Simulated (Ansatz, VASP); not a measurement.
# Two plane-wave programs on Cu

Contents of INCAR:

```
  PREC = Accurate
  ENCUT = 520
  EDIFF = 1E-8
  ISMEAR = -1
  SIGMA = 0.08
  LREAL = F
  LASPH = T
  NELM = 80
  ALGO = Normal
  ISIF = 2
  LWAVE = F
  LCHARG = F
  GGA = CA
  LEFG = T
  NBANDS = 12
```

The input KPOINTS:

```
Automatic mesh
0
Gamma
  19 19 19
```

POSCAR

```
Cu
1.0
    0.0000000000      1.8312856224      1.8312856224
    1.8312856224      0.0000000000      1.8312856224
    1.8312856224      1.8312856224      0.0000000000
Cu
1
Direct
    0.0000000000      0.0000000000      0.0000000000
```

Input for Ansatz:

```yaml
crystal:
  lattice:
    - [0.0, 1.8312856224, 1.8312856224]
    - [1.8312856224, 0.0, 1.8312856224]
    - [1.8312856224, 1.8312856224, 0.0]
  atoms:
    - { symbol: Cu, position: [0.0, 0.0, 0.0] }
kpoints:
  mp_grid: { grid: [19, 19, 19] }
scf:
  occupations: { method: fermi_dirac, width: 0.08 }
hamiltonian:
  xc: lda
  pseudopotentials: { kind: paw }
output:
  forces: true
  stress: true
  eigenvalues: true
  efg: { contact_densities: true }
  write_density: true
  write_potential: true
  elf: true
  volumetric_format: npy
```

Change from the starting cell: functional lda, volume scaled by 1.04, PAW files.

Alike in both runs: task electric field gradients; functional LDA; k mesh 19 × 19 × 19; occupations fermi-dirac, width 0.08 eV; no spin polarisation.

|  | VASP | Ansatz |
| --- | --- | --- |
| version | VASP 6.6.1 | Ansatz 0.2.0 |
| potentials or method | VASP PAW LDA potentials, release 64 (Cu) | PAW with Ansatz's default frozen-core files, scalar-relativistic |
| plane-wave cutoff (eV) | 520 | 420 |
| valence electrons in the cell | 11 | 19 |

|  | VASP | Ansatz | Ansatz less VASP |
| --- | --- | --- | --- |
| pressure (GPa) | -16.1 | -16.9 | -0.80 |

LDA's correlation is that of Perdew and Zunger in VASP and of Perdew and Wang (1992) in Ansatz. VASP's potentials hold 11 valence electrons a cell and Ansatz's 19, so a difference there can come from the potentials and not from the codes.
